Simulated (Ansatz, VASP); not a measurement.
## B3N2 in VASP and in Ansatz

The input INCAR:

```
ALGO = Normal
EDIFF = 1E-7
EDIFFG = -0.04
ENCUT = 1330
GGA = PE
GGA_COMPAT = False
IBRION = 2
ISIF = 3
ISMEAR = 0
LASPH = True
LCHARG = False
LREAL = False
LWAVE = False
NELM = 120
NELMIN = 4
NSW = 90
PREC = Accurate
SIGMA = 0.1
```

Contents of KPOINTS:

```
k-points
0
Gamma
  6 6 4
```

Contents of POSCAR:

```
B3N2
1.0
    3.5825574500      0.0000000000      0.0000000000
   -1.7912787300      3.1025857600      0.0000000000
    0.0000000000      0.0000000000      4.1200296700
B N
3 2
Direct
    0.5340607000      0.4659393000      0.9258215200
    0.5340607000      0.0681214000      0.9258215200
    0.9318786000      0.4659393000      0.9258215200
    0.3333333300      0.6666666700      0.2208499200
    0.0000000000      0.0000000000      0.7776070600
```

Input for Ansatz:

```yaml
crystal:
  lattice:
    - [3.58255745, 0.0, 0.0]
    - [-1.79127873, 3.10258576, 0.0]
    - [0.0, 0.0, 4.12002967]
  atoms:
    - { symbol: B, position: [0.5340607, 0.4659393, 0.92582152] }
    - { symbol: B, position: [0.5340607, 0.0681214, 0.92582152] }
    - { symbol: B, position: [0.9318786, 0.4659393, 0.92582152] }
    - { symbol: "N", position: [0.33333333, 0.66666667, 0.22084992] }
    - { symbol: "N", position: [0.0, 0.0, 0.77760706] }
basis:
  ecutwfc: 420
kpoints:
  mp_grid: { grid: [6, 6, 4] }
hamiltonian:
  xc: pbe
scf:
  occupations: { method: gaussian, width: 0.1 }
  lower_state_search: "off"
output:
  forces: true
  stress: true
  eigenvalues: true
relax:
  adjacent_minimum: "off"
  f_tol: 0.04
  max_steps: 70
  cell: { stress_tol: 0.4 }
```

Alike in both runs: task relaxation of cell and atoms; functional PBE; k mesh 6 × 6 × 4; occupations gaussian, width 0.1 eV; no spin polarisation.

|  | VASP | Ansatz |
| --- | --- | --- |
| version | VASP 6.6.1 | Ansatz 0.2.0 |
| potentials or method | VASP PAW PBE potentials, release 64 (B_h, N_h), cutoff 1330 eV | scalar-relativistic, plane waves, PAW |
| valence electrons in the cell | 19 | 19 |

Ansatz gave:

```
gap on the k mesh at the Fermi level, each at its own relaxed structure (eV)  : none
relaxed volume (Å³/atom)                                                      : 10.52
relaxed length of the cell vector where the two differ most in proportion (Å) : 4.430
```

Task: What did VASP give for the same quantities?

Result: gap on the k mesh at the Fermi level, each at its own relaxed structure (eV): none; relaxed volume (Å³/atom): 10.76; relaxed length of the cell vector where the two differ most in proportion (Å): 4.838.

A gap of «none» marks a metal or a gap that the smearing closes. One of these differences is far larger than is usual between the two programs; its cause wasn't traced.

The k mesh is coarse, so the values compare programs but aren't converged. Noted on VASP's run: the volume moved by over 15 % at a fixed basis, so the end points are rough.
